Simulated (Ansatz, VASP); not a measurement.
## C in VASP and in Ansatz

```
CELL_PARAMETERS angstrom
0.00000 2.15499 3.39206
1.24416 0.00000 3.39206
1.24416 2.15499 0.00000
ATOMIC_POSITIONS crystal
C 0.16667 0.83333 0.16667
C 0.83333 0.16667 0.83333
```

Change from the starting cell: volume scaled by 1.04.

Alike in both runs: task single point; functional PBEsol; k mesh 18 × 18 × 18; occupations fermi-dirac, width 0.05 eV; no spin polarisation.

```csv
,VASP,Ansatz
version,VASP 6.6.1,Ansatz 0.2.0
potentials or method,"VASP PAW PBE potentials, release 64 (C), cutoff 520 eV","all-electron LAPW, scalar-relativistic"
```

VASP gave:

* pressure (GPa): -8.4
* traceless stress, the component that is largest in VASP (GPa): 9.76

Task: Which values does Ansatz return?

Result: Pressure (GPa): -9.1; traceless stress, the component that is largest in VASP (GPa): 10.50.

VASP's potentials were made for PBE, not for PBEsol. Ansatz ran all-electron here, and VASP with PAW potentials.
